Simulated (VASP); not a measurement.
# CdTe (F-43m) in VASP: single point with r2SCAN

Aim: the single point of CdTe with r2SCAN.

All numbers are computed with VASP 6.6.1; they aren't measurements. Logs are shortened: lines on timing, memory, paths and dates and some standing lists are left out, and cuts for length are marked.

## Step 1: The cell of the first run

It takes space group F-43m (No. 216, cubic). The conventional cell has a = 6.556 Å, b = 6.556 Å, c = 6.556 Å, α = 90.00°, β = 90.00°, γ = 90.00°. Cd (site symmetry -43m) has 4 Te at 2.84 Å within 3.7 Å. Within 3.7 Å of Te (site symmetry -43m) lie 4 Cd at 2.84 Å.

## Step 2: Single point, r2SCAN

The input, POSCAR:

```
CdTe
1.0
    0.0000000000      3.2778947230      3.2778947230
    3.2778947230      0.0000000000      3.2778947230
    3.2778947230      3.2778947230      0.0000000000
Cd Te
1 1
Direct
    0.0000000000      0.0000000000      0.0000000000
    0.2500000000      0.2500000000      0.2500000000
```

The input, INCAR.step1:

```
SYSTEM = CdTe
PREC = Accurate
ENCUT = 520
ISMEAR = 0
SIGMA = 0.02
LREAL = .False.
LASPH = .True.
NELM = 100
NBANDS = 16
GGA = PE
ALGO = Normal
EDIFF = 1E-4
LWAVE = .True.
LCHARG = .False.
```

The input, INCAR.step2:

```
SYSTEM = CdTe
PREC = Accurate
ENCUT = 520
EDIFF = 1E-6
ISMEAR = 0
SIGMA = 0.02
LREAL = .False.
LASPH = .True.
NELM = 100
ALGO = Normal
ISIF = 2
LWAVE = .False.
LCHARG = .True.
METAGGA = R2SCAN
LMIXTAU = .True.
LELF = .True.
LVHAR = .True.
NBANDS = 16
ISTART = 1
```

The input, KPOINTS:

```
regular mesh
0
Gamma
  6 6 6
  0 0 0
```

Potentials or basis: VASP PAW PBE potentials, release 64 (Cd, Te).

Command:

```
$ cat potpaw_PBE.64/Cd/POTCAR potpaw_PBE.64/Te/POTCAR > POTCAR
$ cp INCAR.step1 INCAR
$ mpirun -np 1 vasp_std > vasp.out
$ cp INCAR.step2 INCAR
$ mpirun -np 1 vasp_std > vasp.out
```

OUTCAR:

```text
SYSTEM = CdTe
   PREC = Accurate
   ENCUT = 520
   EDIFF = 1E-6
   ISMEAR = 0
   LREAL = .False.
   LASPH = .True.
   NELM = 100
   ISIF = 2
   METAGGA = R2SCAN
   ISTART = 1

 ion  position               nearest neighbor table
   1  0.000  0.000  0.000-   2 2.84   2 2.84   2 2.84   2 2.84
   2  0.250  0.250  0.250-   1 2.84   1 2.84   1 2.84   1 2.84

  LATTYP: Found a face centered cubic cell.
 ALAT       =     6.5557894460

  Lattice vectors:

 A1 = (   0.0000000000,   3.2778947230,   3.2778947230)
 A2 = (   3.2778947230,   0.0000000000,   3.2778947230)
 A3 = (   3.2778947230,   3.2778947230,   0.0000000000)

Analysis of symmetry for initial positions (statically):
=====================================================================
 Subroutine PRICEL returns:
 Original cell was already a primitive cell.

 Routine SETGRP: Setting up the symmetry group for a
 face centered cubic supercell.

 Subroutine GETGRP returns: Found 24 space group operations
 (whereof 24 operations were pure point group operations)
 out of a pool of 48 trial point group operations.

The static configuration has the point symmetry T_d .

Analysis of symmetry for dynamics (positions and initial velocities):
=====================================================================
 Subroutine PRICEL returns:
 Original cell was already a primitive cell.

 Routine SETGRP: Setting up the symmetry group for a
 face centered cubic supercell.

 Subroutine GETGRP returns: Found 24 space group operations
 (whereof 24 operations were pure point group operations)
 out of a pool of 48 trial point group operations.

The dynamic configuration has the point symmetry T_d .

 Subroutine INISYM returns: Found 24 space group operations
 (whereof 24 operations are pure point group operations),
 and found     1 'primitive' translations

----------------------------------------------------------------------------------------

                                     Primitive cell

  volume of cell :      70.4393

  direct lattice vectors                    reciprocal lattice vectors
     0.000000000  3.277894723  3.277894723    -0.152536931  0.152536931  0.152536931
     3.277894723  0.000000000  3.277894723     0.152536931 -0.152536931  0.152536931
     3.277894723  3.277894723  0.000000000     0.152536931  0.152536931 -0.152536931

  length of vectors
     4.635643173  4.635643173  4.635643173     0.264201714  0.264201714  0.264201714

  position of ions in fractional coordinates (direct lattice)
     0.000000000  0.000000000  0.000000000
     0.250000000  0.250000000  0.250000000

  ion indices of the primitive-cell ions
   primitive index   ion index
                 1           1
                 2           2

----------------------------------------------------------------------------------------

 KPOINTS: regular mesh

Automatic generation of k-mesh.
 Grid dimensions read from file:
 generate k-points for:    6    6    6

 Generating k-lattice:

  Cartesian coordinates                     Fractional coordinates (reciprocal lattice)
    -0.025422822  0.025422822  0.025422822     0.166666667  0.000000000  0.000000000
     0.025422822 -0.025422822  0.025422822     0.000000000  0.166666667  0.000000000
     0.025422822  0.025422822 -0.025422822     0.000000000  0.000000000  0.166666667

  Length of vectors
     0.044033619  0.044033619  0.044033619

  Shift w.r.t. Gamma in fractional coordinates (k-lattice)
     0.000000000  0.000000000  0.000000000

 Subroutine IBZKPT returns following result:
 ===========================================

 Found     16 irreducible k-points:

 Following reciprocal coordinates:
            Coordinates               Weight
  0.000000  0.000000  0.000000      1.000000
  0.166667  0.000000  0.000000      8.000000
  0.333333  0.000000  0.000000      8.000000
  0.500000  0.000000  0.000000      4.000000
  0.166667  0.166667  0.000000      6.000000
  0.333333  0.166667  0.000000     24.000000
[... 8 lines left out ...]
 -0.333333  0.333333  0.166667     24.000000
 -0.333333  0.500000  0.166667     12.000000
   k-points           NKPTS =     16   k-points in BZ     NKDIM =     16   number of bands    NBANDS=     16
   number of dos      NEDOS =    301   number of ions     NIONS =      2
   total plane-waves  NPLWV =  46656
   dimension x,y,z NGX =    36 NGY =   36 NGZ =   36
   dimension x,y,z NGXF=    72 NGYF=   72 NGZF=   72
   ions per type =               1   1
   NGX,Y,Z   is equivalent  to a cutoff of  12.91, 12.91, 12.91 a.u.
   NGXF,Y,Z  is equivalent  to a cutoff of  25.82, 25.82, 25.82 a.u.
 SYSTEM =  CdTe
   PREC   = accura    normal or accurate (medium, high low for compatibility)
   ISTART =      1    job   : 0-new  1-cont  2-samecut
   ICHARG =      0    charge: 1-file 2-atom 10-const
   ISPIN  =      1    spin polarized calculation?
   LNONCOLLINEAR =      F non collinear calculations
   LSORBIT =      F    spin-orbit coupling
   LASPH  =      T    aspherical Exc in radial PAW
   ENCUT  =  520.0 eV  38.22 Ry    6.18 a.u.   8.62  8.62  8.62*2*pi/ulx,y,z
   NELM   =    100;   NELMIN=  2; NELMDL=  0     # of ELM steps
   EDIFF  = 0.1E-05   stopping-criterion for ELM
   LREAL  =      F    real-space projection
   EDIFFG = 0.1E-04   stopping-criterion for IOM
   NSW    =      0    number of steps for IOM
   IBRION =     -1    ionic relax: 0-MD 1-quasi-New 2-CG
   NFREE  =      0    steps in history (QN), initial steepest desc. (CG)
   ISIF   =      2    stress and relaxation
   ISYM   =      2    0-nonsym 1-usesym 2-fastsym
   POTIM  = 0.5000    time-step for ionic-motion
   TEBEG  =    0.0;   TEEND  =   0.0 temperature during run
   PSTRESS=    0.0 pullay stress
   NELECT =      18.0000    total number of electrons
   NUPDOWN=      -1.0000    fix difference up-down
   EMIN   =  10.00;   EMAX   =-10.00  energy-range for DOS
   EFERMI =   0.00;   METHOD = LEGACY
   ISMEAR =     0;   SIGMA  =   0.02  broadening in eV -4-tet -1-fermi 0-gaus
   EFERMI_NEDOS =   21; number of points for ismear=-14 and -15
   IALGO  =     38    algorithm
   IMIX   =      4    mixing-type and parameters
     AMIX     =   0.40;   BMIX     =  1.00
     AMIX_MAG =   1.60;   BMIX_MAG =  1.00
  volume/ion in A,a.u.               =      35.22       237.67
  Fermi-wavevector in a.u.,A,eV,Ry     =   1.038869  1.963177 14.684063  1.079248
  Thomas-Fermi vector in A             =   2.173373
   LORBIT       =      0    0 simple, 1 ext, 2 COOP (PROOUT), +10 PAW based schemes
   METAGGA = R2SCAN    functional components
   LHFCALC =     F    Hartree Fock is set to
   AEXX    =    0.0000 exact exchange contribution
   IVDW    =     0    specifies the selected vdW correction
   LEPSILON=     F    determine dielectric tensor
   LRPA    =     F    only Hartree local field effects (RPA)
 non-spin polarized calculation
 Gauss-broadening in eV      SIGMA  =   0.02
  energy-cutoff  :      520.00
  volume of cell :       70.44
 maximum number of plane-waves:      1917
 NGX is ok and might be reduce to    36
   NGX = 17   NGY = 17   NGZ = 17

 number of electron      18.0000005 magnetization

 Free energy of the ion-electron system (eV)
  ---------------------------------------------------
  ext. energy  EPLUGINS =         0.00000000
  ---------------------------------------------------
  free energy    TOTEN  =       -46.64129206 eV

  energy without entropy =      -46.64129206  energy(sigma->0) =      -46.64129206

 E-fermi :   1.8773     XC(G=0):  -8.9440

 val. band max:        1.7939291655   @ k =   0.0000   0.0000   0.0000
 cond. band min:       2.9537654526   @ k =   0.0000   0.0000   0.0000
 fundamental gap:      1.1598362872
 Fermi energy:         1.8772589516

 k-point     1 :       0.0000    0.0000    0.0000
  band No.  band energies     occupation
      1      -9.5343      2.00000
      2      -6.6581      2.00000
      3      -6.6581      2.00000
      4      -6.6581      2.00000
      5      -6.4001      2.00000
      6      -6.4001      2.00000
[... 8 lines left out ...]
     15      11.5631      0.00000
     16      11.5631      0.00000

 k-point     2 :       0.1667    0.0000    0.0000
  band No.  band energies     occupation
      1      -9.4390      2.00000
      2      -6.6402      2.00000
      3      -6.6402      2.00000
      4      -6.5710      2.00000
      5      -6.4010      2.00000
      6      -6.4010      2.00000
[... 8 lines left out ...]
     15      10.6942      0.00000
     16      10.6942      0.00000

 k-point     3 :       0.3333    0.0000    0.0000
  band No.  band energies     occupation
      1      -9.2499      2.00000
      2      -6.6087      2.00000
      3      -6.6087      2.00000
      4      -6.3973      2.00000
      5      -6.3973      2.00000
      6      -6.2908      2.00000
[... 8 lines left out ...]
     15      11.1247      0.00000
     16      11.1247      0.00000

 k-point     4 :       0.5000    0.0000    0.0000
  band No.  band energies     occupation
      1      -9.1579      2.00000
      2      -6.5961      2.00000
      3      -6.5961      2.00000
      4      -6.3918      2.00000
      5      -6.3918      2.00000
      6      -6.0530      2.00000
[... 8 lines left out ...]
     15      12.5983      0.00000
     16      12.5983      0.00000
[... 172 lines left out ...]
 k-point    14 :       0.5000    0.3333    0.1667
  band No.  band energies     occupation
      1      -9.1310      2.00000
      2      -6.5652      2.00000
      3      -6.5571      2.00000
      4      -6.4372      2.00000
      5      -6.3877      2.00000
      6      -6.0819      2.00000
[... 8 lines left out ...]
     15      12.5827      0.00000
     16      13.6992      0.00000

 k-point    15 :      -0.3333    0.3333    0.1667
  band No.  band energies     occupation
      1      -9.0734      2.00000
      2      -6.5559      2.00000
      3      -6.5437      2.00000
      4      -6.4224      2.00000
      5      -6.3964      2.00000
      6      -5.9046      2.00000
[... 8 lines left out ...]
     15      12.7891      0.00000
     16      13.4583      0.00000

 k-point    16 :      -0.3333    0.5000    0.1667
  band No.  band energies     occupation
      1      -9.0452      2.00000
      2      -6.5300      2.00000
      3      -6.5277      2.00000
      4      -6.4450      2.00000
      5      -6.3872      2.00000
      6      -5.8574      2.00000
[... 8 lines left out ...]
     15      13.2893      0.00000
     16      13.6911      0.00000

------------------------ aborting loop because EDIFF is reached ----------------------------------------

  FORCE on cell =-STRESS in cart. coord.  units (eV):
  Direction    XX          YY          ZZ          XY          YZ          ZX
  --------------------------------------------------------------------------------------
  -------------------------------------------------------------------------------------
  Total        0.0703850      0.0703850      0.0703850     -0.0000000      0.0000000      0.0000000
  in kB        1.6009416      1.6009416      1.6009416     -0.0000000      0.0000000      0.0000000
  external PRESSURE =       1.6009416 kB  Pullay stress =       0.0000000 kB

 VOLUME and BASIS-vectors are now :
 -----------------------------------------------------------------------------
  energy-cutoff  :      520.00
  volume of cell :       70.44
      direct lattice vectors                 reciprocal lattice vectors
     0.000000000  3.277894723  3.277894723    -0.152536931  0.152536931  0.152536931
     3.277894723  0.000000000  3.277894723     0.152536931 -0.152536931  0.152536931
     3.277894723  3.277894723  0.000000000     0.152536931  0.152536931 -0.152536931

 POSITION                                       TOTAL-FORCE (eV/Angst)
 -----------------------------------------------------------------------------------
      0.00000      0.00000      0.00000         0.000000      0.000000      0.000000
      1.63895      1.63895      1.63895        -0.000000     -0.000000     -0.000000
 -----------------------------------------------------------------------------------
    total drift:                               -0.000001     -0.000001     -0.000001

  FREE ENERGIE OF THE ION-ELECTRON SYSTEM (eV)
  ---------------------------------------------------
  free  energy   TOTEN  =       -46.6412920608 eV

  energy  without entropy=      -46.6412920608  energy(sigma->0) =      -46.64129206
```

Wall time 2.6 min (1 thread of Intel Xeon 8259CL, shared host); peak memory 0.19 GiB.

What came out:

```yaml
Free_energy: -46.6413 eV
Pressure: 0.2 GPa
Band_gap_on_the_k_mesh: 1.16 eV, direct
```

Caveat: the PAW data sets were made with another functional, which shifts forces and pressure a little; spin-orbit coupling is left out, which moves the levels of the heavy elements.
